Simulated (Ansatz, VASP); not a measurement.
SrO: VASP beside Ansatz

```
Sr O
1.0
     0.00000    2.79228    2.83417
     2.79228    0.00000    2.83417
     2.79228    2.79228    0.00000
Sr O
1 1
Direct
  0.00000 0.00000 0.00000
  0.25000 0.25000 0.25000
```

Change from the starting cell: uniaxial_z strain +1.5%.

Alike in both runs: task single point; functional PBE; k mesh 8 × 8 × 8; occupations fermi-dirac, width 0.02 eV; no spin polarisation.

|  | VASP | Ansatz |
| --- | --- | --- |
| version | VASP 6.6.1 | Ansatz 0.2.0 |
| potentials or method | VASP PAW PBE potentials, release 64 (Sr_sv, O) | plane waves, PAW |
| plane-wave cutoff (eV) | 520 | 420 |
| valence electrons in the cell | 16 | 16 |

Ansatz gave:

- gap on the k mesh at the Fermi level (eV): 2.47
- pressure (GPa): 0.0
- traceless stress, the component that is largest in VASP (GPa): -0.14

Q: Estimate VASP's values.

A: gap on the k mesh at the Fermi level (eV): 2.48; pressure (GPa): 0.5; traceless stress, the component that is largest in VASP (GPa): -0.13.
